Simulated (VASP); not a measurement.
# Hf (P6_3/mmc) in VASP: a series of runs

The runs below take Hf through single point, relaxation of volume and atoms at fixed shape, with PBEsol.

Program: VASP 6.6.1. These are calculated values, not measurements. Logs are shortened: lines on timing, memory, paths and dates and some standing lists are left out, and cuts for length are marked.

**1. The cell of the first run**

Symmetry: P6_3/mmc, No. 194, hexagonal system. Conventional cell: a = 3.164 Å, b = 3.164 Å, c = 5.006 Å, α = 90.00°, β = 90.00°, γ = 120.00°. Hf (site symmetry -6m2) has 12 Hf at 3.10 to 3.16 Å within 4.1 Å.

**2. Single point, PBEsol**

The input, INCAR:

```
SYSTEM = Hf
PREC     = Accurate       ! precision mode
ENCUT    = 520            ! plane-wave cutoff, eV
EDIFF    = 1E-6           ! SCF threshold, eV
ISMEAR   = -1             ! smearing method
SIGMA    = 0.05           ! smearing width, eV
LREAL    = .False.        ! projectors in reciprocal space
LASPH    = .True.         ! aspherical terms in the spheres
NELM     = 100            ! most SCF steps
ALGO     = Normal         ! electronic algorithm
ISIF     = 2              ! what is computed and relaxed
LWAVE    = .False.        ! write WAVECAR
LCHARG   = .False.        ! write CHGCAR
GGA      = PS             ! functional
NBANDS   = 17             ! bands
```

The input, KPOINTS:

```
regular mesh
0
Gamma
  6 6 4
  0 0 0
```

The input, POSCAR:

```
Hf
1.0
    3.1639017904      0.0000000000      0.0000000000
   -1.5819508952      2.7400193256      0.0000000000
    0.0000000000      0.0000000000      5.0059072342
Hf
2
Direct
    0.3333333333      0.6666666667      0.2500000000
    0.6666666667      0.3333333333      0.7500000000
```

Potentials or basis: VASP PAW PBE potentials, release 64 (Hf_pv).

Run with:

```
$ cat potpaw_PBE.64/Hf_pv/POTCAR > POTCAR
$ mpirun -np 1 vasp_std > vasp.out
```

OUTCAR:

```text
SYSTEM = Hf
   PREC = Accurate
   ENCUT = 520
   EDIFF = 1E-6
   ISMEAR = -1
   LREAL = .False.
   LASPH = .True.
   NELM = 100
   ISIF = 2
   GGA = PS

 ion  position               nearest neighbor table
   1  0.333  0.667  0.250-   2 3.10   2 3.10   2 3.10   2 3.10   2 3.10   2 3.10
   2  0.667  0.333  0.750-   1 3.10   1 3.10   1 3.10   1 3.10   1 3.10   1 3.10

  LATTYP: Found a hexagonal cell.
 ALAT       =     3.1639017904
 C/A-ratio  =     1.5821942544

  Lattice vectors:

 A1 = (   3.1639017904,   0.0000000000,   0.0000000000)
 A2 = (  -1.5819508952,   2.7400193256,   0.0000000000)
 A3 = (   0.0000000000,   0.0000000000,   5.0059072342)

Analysis of symmetry for initial positions (statically):
=====================================================================
 Subroutine PRICEL returns:
 Original cell was already a primitive cell.

 Routine SETGRP: Setting up the symmetry group for a
 hexagonal supercell.

 Subroutine GETGRP returns: Found 24 space group operations
 (whereof 12 operations were pure point group operations)
 out of a pool of 24 trial point group operations.

The static configuration has the point symmetry D_3d.
 The point group associated with its full space group is D_6h.

Analysis of symmetry for dynamics (positions and initial velocities):
=====================================================================
 Subroutine PRICEL returns:
 Original cell was already a primitive cell.

 Routine SETGRP: Setting up the symmetry group for a
 hexagonal supercell.

 Subroutine GETGRP returns: Found 24 space group operations
 (whereof 12 operations were pure point group operations)
 out of a pool of 24 trial point group operations.

The dynamic configuration has the point symmetry D_3d.
 The point group associated with its full space group is D_6h.

 Subroutine INISYM returns: Found 24 space group operations
 (whereof 12 operations are pure point group operations),
 and found     1 'primitive' translations

----------------------------------------------------------------------------------------

                                     Primitive cell

  volume of cell :      43.3970

  direct lattice vectors                    reciprocal lattice vectors
     3.163901790  0.000000000  0.000000000     0.316065436  0.182480465  0.000000000
    -1.581950895  2.740019326  0.000000000     0.000000000  0.364960930  0.000000000
[... 78 lines left out ...]
   LASPH  =      T    aspherical Exc in radial PAW
   ENCUT  =  520.0 eV  38.22 Ry    6.18 a.u.   5.88  5.88  9.31*2*pi/ulx,y,z
   NELM   =    100;   NELMIN=  2; NELMDL= -5     # of ELM steps
   EDIFF  = 0.1E-05   stopping-criterion for ELM
   LREAL  =      F    real-space projection
   EDIFFG = 0.1E-04   stopping-criterion for IOM
   NSW    =      0    number of steps for IOM
   IBRION =     -1    ionic relax: 0-MD 1-quasi-New 2-CG
   NFREE  =      0    steps in history (QN), initial steepest desc. (CG)
   ISIF   =      2    stress and relaxation
   ISYM   =      2    0-nonsym 1-usesym 2-fastsym
   POTIM  = 0.5000    time-step for ionic-motion
   TEBEG  =    0.0;   TEEND  =   0.0 temperature during run
   PSTRESS=    0.0 pullay stress
   NELECT =      20.0000    total number of electrons
   NUPDOWN=      -1.0000    fix difference up-down
   EMIN   =  10.00;   EMAX   =-10.00  energy-range for DOS
   EFERMI =   0.00;   METHOD = LEGACY
   ISMEAR =    -1;   SIGMA  =   0.05  broadening in eV -4-tet -1-fermi 0-gaus
   EFERMI_NEDOS =   21; number of points for ismear=-14 and -15
   IALGO  =     38    algorithm
   IMIX   =      4    mixing-type and parameters
     AMIX     =   0.40;   BMIX     =  1.00
     AMIX_MAG =   1.60;   BMIX_MAG =  1.00
  volume/ion in A,a.u.               =      21.70       146.43
  Fermi-wavevector in a.u.,A,eV,Ry     =   1.264537  2.389629 21.756463  1.599055
  Thomas-Fermi vector in A             =   2.397837
   LORBIT       =      0    0 simple, 1 ext, 2 COOP (PROOUT), +10 PAW based schemes
   GGA     = PS    functional components
   LHFCALC =     F    Hartree Fock is set to
   AEXX    =    0.0000 exact exchange contribution
   IVDW    =     0    specifies the selected vdW correction
   LEPSILON=     F    determine dielectric tensor
   LRPA    =     F    only Hartree local field effects (RPA)
 non-spin polarized calculation
  energy-cutoff  :      520.00
  volume of cell :       43.40
 maximum number of plane-waves:      1194
 NGX is ok and might be reduce to    24
   NGX = 11   NGY = 11   NGZ = 19

 number of electron      19.9999997 magnetization

 Free energy of the ion-electron system (eV)
  ---------------------------------------------------
  ext. energy  EPLUGINS =         0.00000000
  ---------------------------------------------------
  free energy    TOTEN  =       -20.98654233 eV

  energy without entropy =      -20.96261788  energy(sigma->0) =      -20.97458011

 E-fermi :   5.0301     XC(G=0): -11.5314

 val. band max:        4.9111228277   @ k =   0.1667   0.0000   0.0000
 cond. band min:       5.0419591503   @ k =   0.3333   0.3333   0.2500
 fundamental gap:      0.1308363226
 Fermi energy:         5.0301313651

 k-point     1 :       0.0000    0.0000    0.0000
  band No.  band energies     occupation
      1     -26.0343      2.00000
      2     -25.2109      2.00000
      3     -25.2109      2.00000
      4     -25.0691      2.00000
      5     -25.0691      2.00000
      6     -25.0669      2.00000
[... 397 lines left out ...]
      4     -25.5784      2.00000
      5     -25.2187      2.00000
      6     -25.2187      2.00000
[... 9 lines left out ...]
     16      10.1939      0.00000
     17      13.8642      0.00000

------------------------ aborting loop because EDIFF is reached ----------------------------------------

  FORCE on cell =-STRESS in cart. coord.  units (eV):
  Direction    XX          YY          ZZ          XY          YZ          ZX
  --------------------------------------------------------------------------------------
  -------------------------------------------------------------------------------------
  Total       -0.2710713     -0.2710713     -0.0934502      0.0000000      0.0000000      0.0000000
  in kB      -10.0077082    -10.0077082     -3.4500972      0.0000000      0.0000000      0.0000000
  external PRESSURE =      -7.8218379 kB  Pullay stress =       0.0000000 kB

 VOLUME and BASIS-vectors are now :
 -----------------------------------------------------------------------------
  energy-cutoff  :      520.00
  volume of cell :       43.40
      direct lattice vectors                 reciprocal lattice vectors
     3.163901790  0.000000000  0.000000000     0.316065436  0.182480465  0.000000000
    -1.581950895  2.740019326  0.000000000     0.000000000  0.364960930  0.000000000
     0.000000000  0.000000000  5.005907234     0.000000000  0.000000000  0.199763989

 POSITION                                       TOTAL-FORCE (eV/Angst)
 -----------------------------------------------------------------------------------
     -0.00000      1.82668      1.25148         0.000000      0.000000      0.000000
      1.58195      0.91334      3.75443        -0.000000     -0.000000      0.000000
 -----------------------------------------------------------------------------------
    total drift:                               -0.000000      0.000000     -0.000000

  FREE ENERGIE OF THE ION-ELECTRON SYSTEM (eV)
  ---------------------------------------------------
  free  energy   TOTEN  =       -20.9865423308 eV

  energy  without entropy=      -20.9626178842  energy(sigma->0) =      -20.97458011
```

Wall time 5.7 s (1 thread of Intel Xeon 6975P-C (Granite Rapids), shared host); peak memory 0.16 GiB.

What came out:

- Free energy: -20.9865 eV
- Pressure: -0.8 GPa
- Band gap on the k mesh: zero (bands 10 and 11 overlap by 1.32 eV)

Caveat: the k points lie up to 0.38 Å⁻¹ apart, too coarse for converged energies and pressures of a metal; the PAW data sets were made with another functional, which shifts forces and pressure a little; spin-orbit coupling is left out, which moves the levels of the heavy elements.

(Part 1 of 2 ends here.)
